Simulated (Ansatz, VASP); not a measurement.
**Two plane-wave programs on Al**

```
CELL_PARAMETERS angstrom
2.85748 0.00000 0.00000
-1.42874 2.47465 0.00000
0.00000 0.00000 4.61038
ATOMIC_POSITIONS crystal
Al 0.33333 0.66667 0.25000
Al 0.66667 0.33333 0.75000
```

Alike in both runs: task single point; functional PBEsol; k mesh 14 × 14 × 8; occupations fermi-dirac, width 0.1 eV; no spin polarisation.

```csv
,VASP,Ansatz
version,VASP 6.6.1,Ansatz 0.2.0
potentials or method,"VASP PAW PBE potentials, release 64 (Al), cutoff 520 eV","plane waves (420 eV) with PAW, scalar-relativistic"
valence electrons in the cell,6,6
```

```csv
,VASP,Ansatz,Ansatz less VASP
pressure (GPa),0.1,0.0,-0.06
"traceless stress, the component that is largest in VASP (GPa)",1.17,1.17,-0.005
```

VASP's potentials were made for PBE, not for PBEsol, and Ansatz warns of the same on its side. With one functional, cell and mesh, what is left measures potentials, basis and numerics.
